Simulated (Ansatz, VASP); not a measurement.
## One calculation of MgSnO4, two programs

```
Mg Sn O
1.0
     3.38391   -3.41827    0.00000
     3.38391    3.41827    0.00000
     0.00000    0.00000    3.21494
Mg Sn O
1 1 4
Direct
  0.50000 0.50000 0.00000
  0.00000 0.00000 0.50000
  0.19848 0.80152 0.00000
  0.80152 0.19848 0.00000
  0.30202 0.30202 0.50000
  0.69798 0.69798 0.50000
```

Change from the starting cell: species swapped into the TaVO4 type (Cmmm, No. 65).

Alike in both runs: functional PBE; k mesh 8 × 8 × 12; occupations gaussian, width 0.1 eV; no spin polarisation.

Ansatz relaxed the structure, and its values are those at the end. VASP's run is a single point on that final structure, the one shown.

|  | VASP | Ansatz |
| --- | --- | --- |
| version | VASP 6.6.1 | Ansatz 0.2.0 |
| potentials or method | VASP PAW PBE potentials, release 64 (Mg, Sn_d, O), cutoff 520 eV | scalar-relativistic, plane waves, PAW |
| valence electrons in the cell | 40 | 48 |

```csv
,VASP,Ansatz,Ansatz less VASP
gap on the k mesh at the Fermi level (eV),none,none,-
pressure (GPa),0.1,0.0,-0.08
rms of the force components (eV/Å),0.036,0.002,-0.0337
```

A gap of «none» marks a metal or a gap that the smearing closes. The functional is the same, so the differences come from potentials, cutoffs and numerics. VASP's potentials hold 40 valence electrons a cell and Ansatz's 48, so a difference there can come from the potentials and not from the codes.
